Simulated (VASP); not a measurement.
A run of VASP 6.6.1:

Contents of INCAR:

```
SYSTEM = Cu
ALGO     = Normal         ! electronic algorithm
EDIFF    = 1E-6           ! SCF threshold, eV
ENCUT    = 520            ! plane-wave cutoff, eV
GGA      = CA             ! functional
ISIF     = 2              ! what is computed and relaxed
ISMEAR   = -1             ! smearing method
LASPH    = .True.         ! aspherical terms in the spheres
LCHARG   = .True.         ! write CHGCAR
LELF     = .True.         ! ELF
LREAL    = .False.        ! projectors in reciprocal space
LVHAR    = .True.       
LWAVE    = .False.        ! write WAVECAR
NBANDS   = 18             ! bands
NELM     = 80             ! most SCF steps
PREC     = Accurate       ! precision mode
SIGMA    = 0.1            ! smearing width, eV
```

The input KPOINTS:

```
k-points
0
Gamma
  12 12 12
  0 0 0
```

Contents of POSCAR:

```
Cu
1.0
    0.0000000000      2.6735599800      2.6735599800
    2.6735599800      0.0000000000      2.6735599800
    2.6735599800      2.6735599800      0.0000000000
Cu
2
Direct
    0.1250000000      0.1250000000      0.1250000000
    0.8750000000      0.8750000000      0.8750000000
```

Potentials or basis: VASP PAW LDA potentials, release 64 (Cu).

Run with:

```bash
$ cat potpaw_LDA.64/Cu/POTCAR > POTCAR
$ mpirun -np 1 vasp_std > vasp.out
```

Hardware: 1 thread of Intel(R) Xeon(R) Platinum 8488C (Sapphire Rapids), on a shared host.

**Question.** How long does it take, and how much memory?

**Answer.** Run time: 30 s on 1 thread of Intel(R) Xeon(R) Platinum 8488C (Sapphire Rapids), with other jobs on the host, peak memory 0.16 GiB. Counts: scf iterations 12, k points 72.
